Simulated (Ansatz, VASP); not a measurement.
# GaP in VASP and in Ansatz

POSCAR

```
GaP
1.0
    0.0000000000      2.6571187500      2.6571187500
    2.6571187500      0.0000000000      2.6571187500
    2.6571187500      2.6571187500      0.0000000000
Ga P
1 1
Direct
    0.0000000000      0.0000000000      0.0000000000
    0.7500000000      0.7500000000      0.7500000000
```

File INCAR.step1:

```
PREC = Accurate
ENCUT = 520
ISMEAR = 0
SIGMA = 0.05
LREAL = F
LASPH = T
NELM = 80
NBANDS = 16
GGA = PE
ALGO = Normal
EDIFF = 1E-4
LWAVE = T
LCHARG = F
```

File INCAR.step2:

```
PREC = Accurate
ENCUT = 520
EDIFF = 1E-6
ISMEAR = 0
SIGMA = 0.05
LREAL = F
LASPH = T
NELM = 80
ALGO = Normal
ISIF = 2
LWAVE = F
LCHARG = T
METAGGA = R2SCAN
LMIXTAU = T
LELF = T
LVHAR = T
NBANDS = 16
ISTART = 1
```

The input KPOINTS:

```
regular mesh
0
Gamma
  8 8 8
```

Input for Ansatz:

```yaml
crystal:
  lattice:
    - [0.0, 2.65711875, 2.65711875]
    - [2.65711875, 0.0, 2.65711875]
    - [2.65711875, 2.65711875, 0.0]
  atoms:
    - { symbol: Ga, position: [0.0, 0.0, 0.0] }
    - { symbol: P, position: [0.75, 0.75, 0.75] }
basis:
  ecutwfc: 500
kpoints:
  mp_grid: { grid: [8, 8, 8] }
hamiltonian:
  xc: r2scan
scf:
  occupations: { method: gaussian, width: 0.05 }
output:
  forces: true
  stress: true
  eigenvalues: true
```

Change from the starting cell: strain -0.025 along x and y, -0.025 along z, atoms carried along.

Alike in both runs: task single point; functional r2SCAN; k mesh 8 × 8 × 8; occupations gaussian, width 0.05 eV; no spin polarisation.

```csv
,VASP,Ansatz
version,VASP 6.6.1,Ansatz 0.2.0
potentials or method,"VASP PAW PBE potentials, release 64 (Ga_d, P), cutoff 520 eV","scalar-relativistic, plane waves, PAW"
valence electrons in the cell,18,18
```

Ansatz gave:

| Quantity | Value |
| --- | --- |
| gap on the k mesh at the Fermi level (eV) | 1.74 |
| least direct gap on the mesh (eV) | 3.05 |
| pressure (GPa) | 7.9 |

Which values does VASP return?

gap on the k mesh at the Fermi level (eV): 1.75; least direct gap on the mesh (eV): 3.02; pressure (GPa): 7.9.

VASP's potentials were made for PBE, not for r2SCAN.
